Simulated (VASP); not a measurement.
# Ag in VASP: further runs

The runs below take Ag through single point, with PBEsol.

Everything below comes from runs of VASP 6.6.1. Logs are shortened: lines on timing, memory, paths and dates and some standing lists are left out, and cuts for length are marked.

## 1. The cell of the first run

The cell holds a slab with vacuum, 5 atoms: a = 2.889 Å, b = 2.889 Å, c = 26.437 Å, α = 90.00°, β = 90.00°, γ = 120.00°.

## 2. Single point, PBEsol

File INCAR:

```
SYSTEM = Ag
ALGO = Normal
DIPOL = 0.5 0.5 0.497
EDIFF = 1E-6
ENCUT = 520
GGA = PS
IDIPOL = 3
ISIF = 2
ISMEAR = 0
LASPH = .TRUE.
LCHARG = .TRUE.
LDIPOL = .TRUE.
LELF = .TRUE.
LREAL = .FALSE.
LVACPOTAV = .TRUE.
LVHAR = .TRUE.
LWAVE = .FALSE.
NBANDS = 36
NELM = 60
PREC = Accurate
SIGMA = 0.1
```

File KPOINTS:

```
k-points
0
G
  12 12 1
  0 0 0
```

File POSCAR:

```
Ag
1.0
    2.8893797315     -0.0000000029      0.0000000000
   -1.4446898633      2.5022762501      0.0000000000
    0.0000000000      0.0000000000     26.4366746975
Ag
5
Direct
    0.6666666667      0.3333333333      0.3215230394
    0.3333333333      0.6666666667      0.4107615249
    0.0000000000      0.0000000000      0.4978181449
    0.6666666667      0.3333333333      0.5848717390
    0.3333333333      0.6666666667      0.6724610184
```

Potentials or basis: VASP PAW PBE potentials, release 64 (Ag).

The run is started by

```sh
$ cat potpaw_PBE.64/Ag/POTCAR > POTCAR
$ mpirun -np 1 vasp_std > vasp.out
```

OUTCAR:

```text
SYSTEM = Ag
   EDIFF = 1E-6
   ENCUT = 520
   GGA = PS
   ISIF = 2
   ISMEAR = 0
   LASPH = .TRUE.
   LREAL = .FALSE.
   NELM = 60
   PREC = Accurate

 ion  position               nearest neighbor table
   1  0.667  0.333  0.322-   2 2.89   2 2.89   2 2.89
   2  0.333  0.667  0.411-   3 2.84   3 2.84   3 2.84   1 2.89   1 2.89   1 2.89
   3  0.000  0.000  0.498-   4 2.84   4 2.84   4 2.84   2 2.84   2 2.84   2 2.84
   4  0.667  0.333  0.585-   3 2.84   3 2.84   3 2.84   5 2.85   5 2.85   5 2.85
   5  0.333  0.667  0.672-   4 2.85   4 2.85   4 2.85

  LATTYP: Found a hexagonal cell.
 ALAT       =     2.8893797315
 C/A-ratio  =     9.1496020441

  Lattice vectors:

 A1 = (   2.8893797315,  -0.0000000029,   0.0000000000)
 A2 = (  -1.4446898633,   2.5022762501,   0.0000000000)
 A3 = (   0.0000000000,   0.0000000000,  26.4366746975)

Analysis of symmetry for initial positions (statically):
=====================================================================
 Subroutine PRICEL returns:
 Original cell was already a primitive cell.

 Routine SETGRP: Setting up the symmetry group for a
 hexagonal supercell.

 Subroutine GETGRP returns: Found  6 space group operations
 (whereof  6 operations were pure point group operations)
 out of a pool of 24 trial point group operations.

The static configuration has the point symmetry C_3v.

Analysis of symmetry for dynamics (positions and initial velocities):
=====================================================================
 Subroutine PRICEL returns:
 Original cell was already a primitive cell.

 Routine SETGRP: Setting up the symmetry group for a
 hexagonal supercell.

 Subroutine GETGRP returns: Found  6 space group operations
 (whereof  6 operations were pure point group operations)
 out of a pool of 24 trial point group operations.

The dynamic configuration has the point symmetry C_3v.

 Subroutine INISYM returns: Found  6 space group operations
 (whereof  6 operations are pure point group operations),
 and found     1 'primitive' translations

----------------------------------------------------------------------------------------

                                     Primitive cell

  volume of cell :     191.1379

  direct lattice vectors                    reciprocal lattice vectors
     2.889379732 -0.000000003  0.000000000     0.346095042  0.199818065  0.000000000
    -1.444689863  2.502276250  0.000000000     0.000000000  0.399636132  0.000000000
     0.000000000  0.000000000 26.436674697     0.000000000  0.000000000  0.037826240

  length of vectors
     2.889379732  2.889379732 26.436674697     0.399636132  0.399636132  0.037826240

  position of ions in fractional coordinates (direct lattice)
     0.666666667  0.333333333  0.321523039
     0.333333333  0.666666667  0.410761525
     0.000000000  0.000000000  0.497818145
     0.666666667  0.333333333  0.584871739
     0.333333333  0.666666667  0.672461018

  ion indices of the primitive-cell ions
   primitive index   ion index
                 1           1
                 2           2
                 3           3
                 4           4
                 5           5

----------------------------------------------------------------------------------------

 KPOINTS: k-points

Automatic generation of k-mesh.
 Grid dimensions read from file:
 generate k-points for:   12   12    1

 Generating k-lattice:

  Cartesian coordinates                     Fractional coordinates (reciprocal lattice)
     0.028841254  0.016651505  0.000000000     0.083333333  0.000000000  0.000000000
     0.000000000  0.033303011  0.000000000    -0.000000000  0.083333333  0.000000000
     0.000000000  0.000000000  0.037826240     0.000000000  0.000000000  1.000000000

  Length of vectors
     0.033303011  0.033303011  0.037826240

  Shift w.r.t. Gamma in fractional coordinates (k-lattice)
     0.000000000  0.000000000  0.000000000

 Subroutine IBZKPT returns following result:
 ===========================================

 Found     19 irreducible k-points:

 Following reciprocal coordinates:
            Coordinates               Weight
  0.000000  0.000000  0.000000      1.000000
  0.083333 -0.000000  0.000000      6.000000
  0.166667 -0.000000  0.000000      6.000000
  0.250000  0.000000  0.000000      6.000000
  0.333333  0.000000  0.000000      6.000000
  0.416667  0.000000  0.000000      6.000000
[... 11 lines left out ...]
  0.333333  0.250000  0.000000     12.000000
  0.333333  0.333333  0.000000      2.000000
   k-points           NKPTS =     19   k-points in BZ     NKDIM =     19   number of bands    NBANDS=     36
   number of dos      NEDOS =    301   number of ions     NIONS =      5
   total plane-waves  NPLWV = 115200
   dimension x,y,z NGX =    24 NGY =   24 NGZ =  200
   dimension x,y,z NGXF=    48 NGYF=   48 NGZF=  400
   ions per type =               5
   NGX,Y,Z   is equivalent  to a cutoff of  13.81, 13.81, 12.58 a.u.
   NGXF,Y,Z  is equivalent  to a cutoff of  27.62, 27.62, 25.15 a.u.
 SYSTEM =  Ag
   PREC   = accura    normal or accurate (medium, high low for compatibility)
   ISTART =      0    job   : 0-new  1-cont  2-samecut
   ICHARG =      2    charge: 1-file 2-atom 10-const
   ISPIN  =      1    spin polarized calculation?
   LNONCOLLINEAR =      F non collinear calculations
   LSORBIT =      F    spin-orbit coupling
   LASPH  =      T    aspherical Exc in radial PAW
   ENCUT  =  520.0 eV  38.22 Ry    6.18 a.u.   5.37  5.37 49.15*2*pi/ulx,y,z
   NELM   =     60;   NELMIN=  2; NELMDL= -5     # of ELM steps
   EDIFF  = 0.1E-05   stopping-criterion for ELM
   LREAL  =      F    real-space projection
   EDIFFG = 0.1E-04   stopping-criterion for IOM
   NSW    =      0    number of steps for IOM
   IBRION =     -1    ionic relax: 0-MD 1-quasi-New 2-CG
   NFREE  =      0    steps in history (QN), initial steepest desc. (CG)
   ISIF   =      2    stress and relaxation
   ISYM   =      2    0-nonsym 1-usesym 2-fastsym
   POTIM  = 0.5000    time-step for ionic-motion
   TEBEG  =    0.0;   TEEND  =   0.0 temperature during run
   PSTRESS=    0.0 pullay stress
   NELECT =      55.0000    total number of electrons
   NUPDOWN=      -1.0000    fix difference up-down
   EMIN   =  10.00;   EMAX   =-10.00  energy-range for DOS
   EFERMI =   0.00;   METHOD = LEGACY
   ISMEAR =     0;   SIGMA  =   0.10  broadening in eV -4-tet -1-fermi 0-gaus
   EFERMI_NEDOS =   21; number of points for ismear=-14 and -15
   IALGO  =     38    algorithm
   IMIX   =      4    mixing-type and parameters
     AMIX     =   0.40;   BMIX     =  1.00
     AMIX_MAG =   1.60;   BMIX_MAG =  1.00
  volume/ion in A,a.u.               =      38.23       257.97
  Fermi-wavevector in a.u.,A,eV,Ry     =   1.080804  2.042423 15.893464  1.168137
  Thomas-Fermi vector in A             =   2.216804
   LORBIT       =      0    0 simple, 1 ext, 2 COOP (PROOUT), +10 PAW based schemes
   GGA     = PS    functional components
   LHFCALC =     F    Hartree Fock is set to
   AEXX    =    0.0000 exact exchange contribution
   IVDW    =     0    specifies the selected vdW correction
   LEPSILON=     F    determine dielectric tensor
   LRPA    =     F    only Hartree local field effects (RPA)
 non-spin polarized calculation
 Gauss-broadening in eV      SIGMA  =   0.10
  energy-cutoff  :      520.00
  volume of cell :      191.14
 maximum number of plane-waves:      5259
 NGX is ok and might be reduce to    24
   NGX = 11   NGY = 11   NGZ = 99

 dipolmoment           0.000000      0.000000      0.000558 electrons x Angstroem

 number of electron      54.9999997 magnetization

 dipolmoment           0.000000      0.000000     -0.000874 electrons x Angstroem

 Free energy of the ion-electron system (eV)
  ---------------------------------------------------
  ext. energy  EPLUGINS =         0.00000000
  ---------------------------------------------------
  free energy    TOTEN  =       -15.60689019 eV

  energy without entropy =      -15.59600632  energy(sigma->0) =      -15.60144825

 E-fermi :   1.1646     XC(G=0):  -6.1151

 val. band max:        1.1524982795   @ k =   0.2500   0.0833   0.0000
 cond. band min:       1.1927748740   @ k =   0.4167   0.0000   0.0000
 fundamental gap:      0.0402765946
 Fermi energy:         1.1646160346

 k-point     1 :       0.0000    0.0000    0.0000
  band No.  band energies     occupation
      1      -6.4849      2.00000
      2      -5.7760      2.00000
      3      -5.2271      2.00000
      4      -5.0300      2.00000
      5      -4.9891      2.00000
      6      -3.6341      2.00000
[... 28 lines left out ...]
     35       7.3234      0.00000
     36       7.4737      0.00000

 k-point     2 :       0.0833   -0.0000    0.0000
  band No.  band energies     occupation
      1      -6.2969      2.00000
      2      -5.5971      2.00000
      3      -5.1008      2.00000
      4      -4.8872      2.00000
      5      -4.8395      2.00000
      6      -3.7756      2.00000
[... 28 lines left out ...]
     35       7.4656      0.00000
     36       7.6300      0.00000

 k-point     3 :       0.1667   -0.0000    0.0000
  band No.  band energies     occupation
      1      -5.7840      2.00000
      2      -5.1487      2.00000
      3      -4.8121      2.00000
      4      -4.5904      2.00000
      5      -4.4546      2.00000
      6      -4.0351      2.00000
[... 28 lines left out ...]
     35       7.9102      0.00000
     36       8.1001      0.00000
[... 547 lines left out ...]
 k-point    18 :       0.3333    0.2500    0.0000
  band No.  band energies     occupation
      1      -4.7520      2.00000
      2      -4.5981      2.00000
      3      -4.4421      2.00000
      4      -4.3716      2.00000
      5      -4.2914      2.00000
      6      -4.1701      2.00000
[... 28 lines left out ...]
     35       7.5041      0.00000
     36       8.2868      0.00000

 k-point    19 :       0.3333    0.3333    0.0000
  band No.  band energies     occupation
      1      -4.5457      2.00000
      2      -4.5293      2.00000
      3      -4.5258      2.00000
      4      -4.2490      2.00000
      5      -4.2012      2.00000
      6      -4.1752      2.00000
[... 28 lines left out ...]
     35       7.5282      0.00000
     36       7.8087      0.00000

------------------------ aborting loop because EDIFF is reached ----------------------------------------

  FORCE on cell =-STRESS in cart. coord.  units (eV):
  Direction    XX          YY          ZZ          XY          YZ          ZX
  --------------------------------------------------------------------------------------
  -------------------------------------------------------------------------------------
  Total       -1.9595395     -1.9595395     -0.4065077      0.0000000      0.0000000     -0.0000000
  in kB      -16.4254739    -16.4254739     -3.4074751      0.0000000      0.0000000     -0.0000000
  external PRESSURE =     -12.0861410 kB  Pullay stress =       0.0000000 kB

 VOLUME and BASIS-vectors are now :
 -----------------------------------------------------------------------------
  energy-cutoff  :      520.00
  volume of cell :      191.14
      direct lattice vectors                 reciprocal lattice vectors
     2.889379732 -0.000000003  0.000000000     0.346095042  0.199818065  0.000000000
    -1.444689863  2.502276250  0.000000000     0.000000000  0.399636132  0.000000000
     0.000000000  0.000000000 26.436674697     0.000000000  0.000000000  0.037826240

 POSITION                                       TOTAL-FORCE (eV/Angst)
 -----------------------------------------------------------------------------------
      1.44469      0.83409      8.50000        -0.000000      0.000000      0.131729
      0.00000      1.66818     10.85917         0.000000     -0.000000     -0.124895
      0.00000      0.00000     13.16066        -0.000000      0.000000      0.000128
      1.44469      0.83409     15.46206        -0.000000      0.000000      0.000311
      0.00000      1.66818     17.77763        -0.000000     -0.000000     -0.007272
 -----------------------------------------------------------------------------------
    total drift:                                0.000000     -0.000000     -0.000123

  FREE ENERGIE OF THE ION-ELECTRON SYSTEM (eV)
  ---------------------------------------------------
  free  energy   TOTEN  =       -15.6068901884 eV

  energy  without entropy=      -15.5960063204  energy(sigma->0) =      -15.60144825

 vacuum level on the upper side and lower side of the slab         5.714         5.736
```

Run time: 3.3 min. Hardware: 1 thread of AMD EPYC 7R13 (Zen 3), shared host; peak memory 0.34 GiB.

What came out:

| Quantity | Value |
| --- | --- |
| Free energy | -15.6069 eV |
| Largest force | 0.132 eV/Å |
| Band gap on the k mesh | zero (an odd number of electrons rules out a gap without spin polarisation) |

Forces on the atoms (eV/Å):
```
Ag   0.000  0.000  0.132
Ag   0.000  0.000 -0.125
Ag   0.000  0.000  0.000
Ag   0.000  0.000  0.000
Ag   0.000  0.000 -0.007
```

Levels at points of the mesh, in eV from the Fermi level:
```tsv
k point	band 25	band 26	band 27	band 28	band 29	band 30	band 31	band 32
(0.00, 0.00, 0.00)	-3.16	-3.16	-2.92	-2.92	-2.75	-0.68	0.21	4.17
(0.50, 0.00, 0.00)	-2.66	-0.10	0.62	1.13	1.45	1.59	3.95	4.48
```

Caveat: the PAW data sets were made with another functional, which shifts forces and pressure a little.

## 3. Single point, PBEsol

File INCAR:

```
SYSTEM = Ag
ALGO = Normal ; DIPOL = 0.5 0.5 0.497
EDIFF = 1E-7 ; ENCUT = 520
GGA = PS ; IDIPOL = 3
ISIF = 2 ; ISMEAR = 0
LASPH = .True. ; LCHARG = .True.
LDIPOL = .True. ; LELF = .True.
LREAL = .False. ; LVACPOTAV = .True.
LVHAR = .True. ; LWAVE = .False.
NBANDS = 36 ; NELM = 80
PREC = Accurate ; SIGMA = 0.1
```

File KPOINTS:

```
k-points
0
Gamma
  21 21 1
  0 0 0
```

File POSCAR:

```
Ag
1.0
    2.8893797300      0.0000000000      0.0000000000
   -1.4446898600      2.5022762500      0.0000000000
    0.0000000000      0.0000000000     26.4366746975
Ag
5
Direct
    0.6666666663      0.3333333326      0.3215230394
    0.3333333326      0.6666666663      0.4107615249
    0.0000000000      0.0000000000      0.4978181449
    0.6666666663      0.3333333326      0.5848717390
    0.3333333326      0.6666666663      0.6724610184
```

Potentials or basis: VASP PAW PBE potentials, release 64 (Ag).

The run is started by

```sh
$ cat potpaw_PBE.64/Ag/POTCAR > POTCAR
$ mpirun -np 1 vasp_std > vasp.out
```

It took 8.2 min on 1 thread of AMD EPYC 7R13 (Zen 3), shared host; peak memory 0.43 GiB.

Results (log left out):

```yaml
Free_energy: -15.6291 eV
Largest_force: 0.214 eV/Å
Band_gap_on_the_k_mesh: zero (an odd number of electrons rules out a gap without spin polarisation)
```

Forces on the atoms (eV/Å):
```
Ag   0.000  0.000  0.158
Ag   0.000  0.000 -0.214
Ag   0.000  0.000 -0.006
Ag   0.000  0.000  0.088
Ag   0.000  0.000 -0.027
```

Levels at points of the mesh, in eV from the Fermi level:
```tsv
k point	band 25	band 26	band 27	band 28	band 29	band 30	band 31	band 32
(0.00, 0.00, 0.00)	-3.12	-3.12	-2.94	-2.94	-2.77	-0.65	0.22	4.20
```

Caveat: the PAW data sets were made with another functional, which shifts forces and pressure a little.

The gap in the log of VASP goes by the Fermi energy; the results here count the filled bands.